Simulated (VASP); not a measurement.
A run of VASP 6.6.1 is set up as follows.

INCAR

```
SYSTEM = Lu
  ALGO = Normal
  EDIFF = 1E-7
  ENCUT = 520
  GGA = PE
  ISIF = 2
  ISMEAR = -1
  LASPH = .TRUE.
  LCHARG = .TRUE.
  LELF = .TRUE.
  LREAL = .FALSE.
  LVHAR = .TRUE.
  LWAVE = .FALSE.
  NBANDS = 18
  NELM = 80
  PREC = Accurate
  SIGMA = 0.05
```

KPOINTS

```
k-points
0
G
  15 15 15
  0 0 0
```

Contents of POSCAR:

```
Lu
1.0
   -1.9861473462      1.9861473462      1.9861473462
    1.9861473462     -1.9861473462      1.9861473462
    1.9861473462      1.9861473462     -1.9861473462
Lu
1
Direct
    0.0000000000      0.0000000000      0.0000000000
```

Potentials or basis: VASP PAW PBE potentials, release 64 (Lu).

Launch:

```sh
$ cat potpaw_PBE.64/Lu/POTCAR > POTCAR
$ mpirun -np 1 vasp_std > vasp.out
```

**Question.** What does it give for the pressure?

**Answer.** -2.1 GPa.
